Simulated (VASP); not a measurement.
## AlN: single point with LDA

The system is AlN.

```
CELL_PARAMETERS angstrom
3.31212 0.00000 0.00000
-1.65606 2.86838 0.00000
0.00000 0.00000 4.18756
ATOMIC_POSITIONS crystal
Al 0.33333 0.66667 0.75000
Al 0.66667 0.33333 0.25000
N 0.33333 0.66667 0.25000
N 0.66667 0.33333 0.75000
```

```json
{
  "Program": "VASP 6.6.1",
  "Task": "single point",
  "Functional": "LDA",
  "Potentials or basis": "VASP PAW LDA potentials, release 64 (Al, N)",
  "Cutoff": "600 eV",
  "k mesh": "12 × 12 × 6",
  "Occupations": "gaussian, width 0.01 eV",
  "Spin": "no spin polarisation"
}
```

```
Pressure               : -8.3 GPa
Band gap on the k mesh : 3.28 eV
```

Stress tensor (GPa, compression positive):
```
-8.16  0.00  0.00
 0.00 -8.16  0.00
 0.00  0.00 -8.63
```

Levels at points of the mesh, in eV from the valence-band top:
```tsv
k point	band 6	band 7	band 8	band 9	band 10	band 11
(0.00, 0.00, 0.00)	-1.61	-1.61	0.00	3.28	4.25	8.04
(0.50, 0.00, 0.00)	-4.32	-2.90	-1.46	3.71	7.00	7.08
(0.00, 0.00, 0.50)	-2.48	-2.48	-2.48	5.57	5.57	8.25
(0.50, 0.00, 0.50)	-3.26	-1.74	-1.74	4.96	4.96	9.09
```

Run time: 22 s on 1 thread of Intel(R) Xeon(R) 6975P-C (Granite Rapids) (shared host), peak memory 0.18 GiB.

Caveat: the cell stands under tension. A k mesh can miss the band edges.
